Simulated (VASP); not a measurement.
# SnSe2 (P-3m1) in VASP: further runs, part 2 of 2

VASP 6.6.1. Earlier steps stand in the parts before.

### 3 Single point, r2SCAN

This run uses another cell than the first one, of the same volume but with other edges.

Contents of POSCAR:

```
SnSe2
1.0
    3.6141125281      0.0000000000      0.0000000000
   -1.8070562641      3.1299132614      0.0000000000
    0.0000000000      0.0000000000      7.3663950626
Sn Se
1 2
Direct
    0.0000000000      0.0000000000      0.0000000000
    0.3333333333      0.6666666667      0.2412719747
    0.6666666667      0.3333333333      0.7587280253
```

Contents of INCAR.step1:

```
SYSTEM = SnSe2
ALGO     = Normal         ! electronic algorithm
EDIFF    = 1E-4           ! SCF threshold, eV
ENCUT    = 520            ! plane-wave cutoff, eV
GGA      = PE             ! functional
ISMEAR   = 0              ! smearing method
LASPH    = .TRUE.         ! aspherical terms in the spheres
LCHARG   = .FALSE.        ! write CHGCAR
LREAL    = .FALSE.        ! projectors in reciprocal space
LWAVE    = .TRUE.         ! write WAVECAR
NBANDS   = 20             ! bands
NELM     = 60             ! most SCF steps
PREC     = Accurate       ! precision mode
SIGMA    = 0.05           ! smearing width, eV
```

Contents of INCAR.step2:

```
SYSTEM = SnSe2
ALGO     = Normal         ! electronic algorithm
EDIFF    = 1E-6           ! SCF threshold, eV
ENCUT    = 520            ! plane-wave cutoff, eV
ISIF     = 2              ! what is computed and relaxed
ISMEAR   = 0              ! smearing method
ISTART   = 1            
LASPH    = .TRUE.         ! aspherical terms in the spheres
LCHARG   = .FALSE.        ! write CHGCAR
LMIXTAU  = .TRUE.       
LREAL    = .FALSE.        ! projectors in reciprocal space
LWAVE    = .FALSE.        ! write WAVECAR
METAGGA  = R2SCAN         ! meta-GGA
NBANDS   = 20             ! bands
NELM     = 60             ! most SCF steps
PREC     = Accurate       ! precision mode
SIGMA    = 0.05           ! smearing width, eV
```

Contents of KPOINTS:

```
k-points
0
G
  12 12 6
  0 0 0
```

Potentials or basis: VASP PAW PBE potentials, release 64 (Sn_d, Se).

The run is started by

```
$ cat potpaw_PBE.64/Sn_d/POTCAR potpaw_PBE.64/Se/POTCAR > POTCAR
$ cp INCAR.step1 INCAR
$ mpirun -np 1 vasp_std > vasp.out
$ cp INCAR.step2 INCAR
$ mpirun -np 1 vasp_std > vasp.out
```

OUTCAR:

```text
SYSTEM = SnSe2
   EDIFF = 1E-6
   ENCUT = 520
   ISIF = 2
   ISMEAR = 0
   ISTART = 1
   LASPH = .TRUE.
   LREAL = .FALSE.
   METAGGA = R2SCAN
   NELM = 60
   PREC = Accurate

 ion  position               nearest neighbor table
   1  0.000  0.000  0.000-   2 2.74   3 2.74   2 2.74   3 2.74   3 2.74   2 2.74
   2  0.333  0.667  0.241-   1 2.74   1 2.74   1 2.74
   3  0.667  0.333  0.759-   1 2.74   1 2.74   1 2.74

  LATTYP: Found a hexagonal cell.
 ALAT       =     3.6141125281
 C/A-ratio  =     2.0382306874

  Lattice vectors:

 A1 = (   3.6141125281,   0.0000000000,   0.0000000000)
 A2 = (  -1.8070562641,   3.1299132614,   0.0000000000)
 A3 = (   0.0000000000,   0.0000000000,   7.3663950626)

Analysis of symmetry for initial positions (statically):
=====================================================================
 Subroutine PRICEL returns:
 Original cell was already a primitive cell.

 Routine SETGRP: Setting up the symmetry group for a
 hexagonal supercell.

 Subroutine GETGRP returns: Found 12 space group operations
 (whereof 12 operations were pure point group operations)
 out of a pool of 24 trial point group operations.

The static configuration has the point symmetry D_3d.

Analysis of symmetry for dynamics (positions and initial velocities):
=====================================================================
 Subroutine PRICEL returns:
 Original cell was already a primitive cell.

 Routine SETGRP: Setting up the symmetry group for a
 hexagonal supercell.

 Subroutine GETGRP returns: Found 12 space group operations
 (whereof 12 operations were pure point group operations)
 out of a pool of 24 trial point group operations.

The dynamic configuration has the point symmetry D_3d.

 Subroutine INISYM returns: Found 12 space group operations
 (whereof 12 operations are pure point group operations),
 and found     1 'primitive' translations

[... 112 lines left out ...]
   EFERMI_NEDOS =   21; number of points for ismear=-14 and -15
   IALGO  =     38    algorithm
   IMIX   =      4    mixing-type and parameters
     AMIX     =   0.40;   BMIX     =  1.00
     AMIX_MAG =   1.60;   BMIX_MAG =  1.00
  volume/ion in A,a.u.               =      27.78       187.44
  Fermi-wavevector in a.u.,A,eV,Ry     =   1.110375  2.098304 16.775063  1.232932
  Thomas-Fermi vector in A             =   2.246926
   LORBIT       =      0    0 simple, 1 ext, 2 COOP (PROOUT), +10 PAW based schemes
   METAGGA = R2SCAN    functional components
   LHFCALC =     F    Hartree Fock is set to
   AEXX    =    0.0000 exact exchange contribution
   IVDW    =     0    specifies the selected vdW correction
   LEPSILON=     F    determine dielectric tensor
   LRPA    =     F    only Hartree local field effects (RPA)
 non-spin polarized calculation
 Gauss-broadening in eV      SIGMA  =   0.05
  energy-cutoff  :      520.00
  volume of cell :       83.33
 maximum number of plane-waves:      2266
 NGX is ok and might be reduce to    28

 number of electron      25.9999998 magnetization

 Free energy of the ion-electron system (eV)
  ---------------------------------------------------
  ext. energy  EPLUGINS =         0.00000000
  ---------------------------------------------------
  free energy    TOTEN  =       -54.16693798 eV

  energy without entropy =      -54.16650060  energy(sigma->0) =      -54.16671929

 E-fermi :   3.7713     XC(G=0):  -9.5413

 val. band max:        3.7564959236   @ k =   0.5000   0.0000   0.5000
 cond. band min:       3.8513262288   @ k =   0.5000   0.0000   0.3333
 fundamental gap:      0.0948303051
 Fermi energy:         3.7712858264

 k-point     1 :       0.0000    0.0000    0.0000
  band No.  band energies     occupation
      1     -18.7552      2.00000
      2     -18.7551      2.00000
      3     -18.6632      2.00000
      4     -18.6526      2.00000
      5     -18.6526      2.00000
      6     -11.1120      2.00000
[... 541 lines left out ...]
     19      12.0883      0.00000
     20      12.5648      0.00000

 [... further k-points ...]

------------------------ aborting loop because EDIFF is reached ----------------------------------------

  FORCE on cell =-STRESS in cart. coord.  units (eV):
  Direction    XX          YY          ZZ          XY          YZ          ZX
  --------------------------------------------------------------------------------------
  -------------------------------------------------------------------------------------
  Total        3.2718611      3.2718611     -5.1385316     -0.0000000     -0.0000000      0.0000000
  in kB       62.9095325     62.9095325    -98.8008400     -0.0000000     -0.0000000      0.0000000
  external PRESSURE =       9.0060750 kB  Pullay stress =       0.0000000 kB

 VOLUME and BASIS-vectors are now :
 -----------------------------------------------------------------------------
  energy-cutoff  :      520.00
  volume of cell :       83.33
      direct lattice vectors                 reciprocal lattice vectors
     3.614112528  0.000000000  0.000000000     0.276693100  0.159748836  0.000000000
    -1.807056264  3.129913261  0.000000000     0.000000000  0.319497672  0.000000000
     0.000000000  0.000000000  7.366395063     0.000000000  0.000000000  0.135751611

 POSITION                                       TOTAL-FORCE (eV/Angst)
 -----------------------------------------------------------------------------------
      0.00000      0.00000      0.00000         0.000000      0.000000     -0.000000
     -0.00000      2.08661      1.77730         0.000000      0.000000     -1.355986
      1.80706      1.04330      5.58909        -0.000000     -0.000000      1.355986
 -----------------------------------------------------------------------------------
    total drift:                               -0.000000      0.000000     -0.000000

  FREE ENERGIE OF THE ION-ELECTRON SYSTEM (eV)
  ---------------------------------------------------
  free  energy   TOTEN  =       -54.1669379813 eV

  energy  without entropy=      -54.1665006014  energy(sigma->0) =      -54.16671929
```

Wall time 4.7 min (1 thread of Intel Xeon 6975P-C (Granite Rapids), shared host); peak memory 0.32 GiB.

Results:

```
Free energy   : -54.1669 eV
Pressure      : 0.9 GPa
Largest force : 1.356 eV/Å
```

Forces in eV/Å, atoms in the order of the input:
```
Sn   0.000  0.000  0.000
Se   0.000  0.000 -1.356
Se   0.000  0.000  1.356
```

Stress tensor (GPa, compression positive):
```
 6.29  0.00  0.00
 0.00  6.29  0.00
 0.00  0.00 -9.88
```

Levels at points of the mesh, in eV from the Fermi level:
```tsv
k point	band 11	band 12	band 13	band 14	band 15	band 16
(0.00, 0.00, 0.00)	-0.38	-0.08	-0.08	1.08	4.19	5.18
(0.50, 0.00, 0.00)	-2.29	-2.11	-0.73	0.45	3.64	4.65
(0.00, 0.00, 0.50)	-0.40	-0.04	-0.04	2.42	4.00	5.12
(0.50, 0.00, 0.50)	-2.25	-1.86	-0.82	-0.01	3.19	4.47
```

Caveat: the PAW data sets were made with another functional, which shifts forces and pressure a little; spin-orbit coupling is left out, which moves the levels of the heavy elements.

### 4 Single point, r2SCAN

This run uses another cell than the first one, of the same volume but with other edges.

Contents of POSCAR:

```
SnSe2
1.0
    3.9488091415      0.0000000000      0.0000000000
   -1.9744045708      3.4197690313      0.0000000000
    0.0000000000      0.0000000000      6.1705810446
Sn Se
1 2
Direct
    0.0000000000      0.0000000000      0.0000000000
    0.3333333333      0.6666666667      0.2412719747
    0.6666666667      0.3333333333      0.7587280253
```

Contents of INCAR.step1:

```
PREC     = Accurate       # precision mode
ENCUT    = 520            # plane-wave cutoff, eV
ISMEAR   = 0              # smearing method
SIGMA    = 0.05           # smearing width, eV
LREAL    = False          # projectors in reciprocal space
LASPH    = True           # aspherical terms in the spheres
NELM     = 80             # most SCF steps
NBANDS   = 20             # bands
GGA      = PE             # functional
ALGO     = Normal         # electronic algorithm
EDIFF    = 1E-4           # SCF threshold, eV
LWAVE    = True           # write WAVECAR
LCHARG   = False          # write CHGCAR
```

Contents of INCAR.step2:

```
PREC     = Accurate       # precision mode
ENCUT    = 520            # plane-wave cutoff, eV
EDIFF    = 1E-6           # SCF threshold, eV
ISMEAR   = 0              # smearing method
SIGMA    = 0.05           # smearing width, eV
LREAL    = False          # projectors in reciprocal space
LASPH    = True           # aspherical terms in the spheres
NELM     = 80             # most SCF steps
ALGO     = Normal         # electronic algorithm
ISIF     = 2              # what is computed and relaxed
LWAVE    = False          # write WAVECAR
LCHARG   = False          # write CHGCAR
METAGGA  = R2SCAN         # meta-GGA
LMIXTAU  = True         
NBANDS   = 20             # bands
ISTART   = 1
```

Contents of KPOINTS:

```
regular mesh
0
Gamma
  12 12 6
```

The run is started by

```
$ cat potpaw_PBE.64/Sn_d/POTCAR potpaw_PBE.64/Se/POTCAR > POTCAR
$ cp INCAR.step1 INCAR
$ mpirun -np 1 vasp_std > vasp.out
$ cp INCAR.step2 INCAR
$ mpirun -np 1 vasp_std > vasp.out
```

It took 5.9 min on 1 thread of Intel Xeon 6975P-C (Granite Rapids), shared host; peak memory 0.32 GiB.

It converged, with:

```yaml
Free_energy: -54.5680 eV
Pressure: -0.3 GPa
Largest_force: 0.454 eV/Å
Band_gap_on_the_k_mesh: 0.81 eV, direct
```

Forces in eV/Å, atoms in the order of the input:
```
Sn   0.000  0.000  0.000
Se   0.000  0.000  0.454
Se   0.000  0.000 -0.454
```

Stress tensor (GPa, compression positive):
```
-1.79  0.00  0.00
 0.00 -1.79  0.00
 0.00  0.00  2.82
```

Levels at points of the mesh, in eV from the valence-band top:
```tsv
k point	band 9	band 10	band 11	band 12	band 13	band 14	band 15	band 16	band 17	band 18
(0.00, 0.00, 0.00)	-1.11	-1.11	-0.79	-0.79	0.00	0.81	2.86	4.55	4.55	8.52
(0.50, 0.00, 0.00)	-4.42	-2.98	-2.74	-1.05	-0.56	1.03	4.00	5.74	5.96	7.77
(0.00, 0.00, 0.50)	-1.78	-1.18	-1.18	-0.66	-0.66	1.96	2.85	4.30	4.30	8.55
(0.50, 0.00, 0.50)	-4.81	-2.84	-1.95	-0.90	-0.89	0.98	4.47	5.46	6.46	6.50
```

Caveat: the PAW data sets were made with another functional, which shifts forces and pressure a little; spin-orbit coupling is left out, which moves the levels of the heavy elements. A k mesh can miss the band edges.

### 5 Single point, r2SCAN

This run uses another cell than the first one, of the same volume but with other edges.

Contents of POSCAR:

```
SnSe2
1.0
    3.7204704328      0.0000000000      0.0000000000
   -1.8602352164      3.2220219088      0.0000000000
    0.0000000000      0.0000000000      6.9512455906
Sn Se
1 2
Direct
    0.0000000000      0.0000000000      0.0000000000
    0.3333333333      0.6666666667      0.2412719747
    0.6666666667      0.3333333333      0.7587280253
```

Contents of INCAR.step1:

```
PREC = Accurate
ENCUT = 520
ISMEAR = 0
SIGMA = 0.05
LREAL = False
LASPH = True
NELM = 60
NBANDS = 20
GGA = PE
ALGO = Normal
EDIFF = 1E-4
LWAVE = True
LCHARG = False
```

Contents of INCAR.step2:

```
PREC = Accurate
ENCUT = 520
EDIFF = 1E-7
ISMEAR = 0
SIGMA = 0.05
LREAL = False
LASPH = True
NELM = 60
ALGO = Normal
ISIF = 2
LWAVE = False
LCHARG = False
METAGGA = R2SCAN
LMIXTAU = True
NBANDS = 20
ISTART = 1
```

Contents of KPOINTS:

```
Automatic mesh
0
Gamma
  12 12 6
```

The run is started by

```
$ cat potpaw_PBE.64/Sn_d/POTCAR potpaw_PBE.64/Se/POTCAR > POTCAR
$ cp INCAR.step1 INCAR
$ mpirun -np 1 vasp_std > vasp.out
$ cp INCAR.step2 INCAR
$ mpirun -np 1 vasp_std > vasp.out
```

Run time: 4.9 min. Hardware: 1 thread of Intel Xeon 6975P-C (Granite Rapids), shared host; peak memory 0.31 GiB.

Results (log left out):

* Free energy: -54.5215 eV
* Pressure: 0.4 GPa
* Largest force: 0.661 eV/Å
* Band gap on the k mesh: 0.55 eV, indirect (least direct gap 1.17 eV)

Forces in eV/Å, atoms in the order of the input:
```
Sn   0.000  0.000  0.000
Se   0.000  0.000 -0.661
Se   0.000  0.000  0.661
```

Stress tensor (GPa, compression positive):
```
 2.91  0.00  0.00
 0.00  2.91  0.00
 0.00  0.00 -4.62
```

Levels at points of the mesh, in eV from the valence-band top:
```tsv
k point	band 9	band 10	band 11	band 12	band 13	band 14	band 15	band 16	band 17	band 18
(0.00, 0.00, 0.00)	-1.26	-0.42	-0.42	-0.09	-0.09	1.50	3.94	5.14	5.14	7.53
(0.50, 0.00, 0.00)	-4.85	-3.16	-2.31	-1.47	-0.47	0.99	4.13	5.60	5.63	5.88
(0.00, 0.00, 0.50)	-2.50	-0.46	-0.46	-0.03	-0.03	2.73	3.84	5.05	5.05	8.25
(0.50, 0.00, 0.50)	-5.03	-2.69	-2.24	-1.20	-0.62	0.55	4.11	4.84	5.71	6.01
```

Caveat: the PAW data sets were made with another functional, which shifts forces and pressure a little; spin-orbit coupling is left out, which moves the levels of the heavy elements.

### 6 Summary

```tsv
cell	gap on the mesh (eV)	pressure (GPa)	largest force (eV/Å)
a = 4.054, b = 4.054, c = 5.853 Å, angles 90.0, 90.0, 120.0°, 3 atoms	-	-0.6	0.72
a = 3.614, b = 3.614, c = 7.366 Å, angles 90.0, 90.0, 120.0°, 3 atoms	-	0.9	1.36
a = 3.949, b = 3.949, c = 6.171 Å, angles 90.0, 90.0, 120.0°, 3 atoms	0.81	-0.3	0.45
a = 3.720, b = 3.720, c = 6.951 Å, angles 90.0, 90.0, 120.0°, 3 atoms	0.55	0.4	0.66
```

Alike in all rows: task single point; level r2SCAN; potentials or basis VASP PAW PBE potentials, release 64 (Sn_d, Se); no spin polarisation; k mesh 12 × 12 × 6; cutoff (eV) 520; smearing gaussian 0.05 eV.

Caveats: the PAW data sets were made with another functional, which shifts forces and pressure a little; spin-orbit coupling is left out, which moves the levels of the heavy elements.

Absolute energies hang on the potentials; compare differences alone.
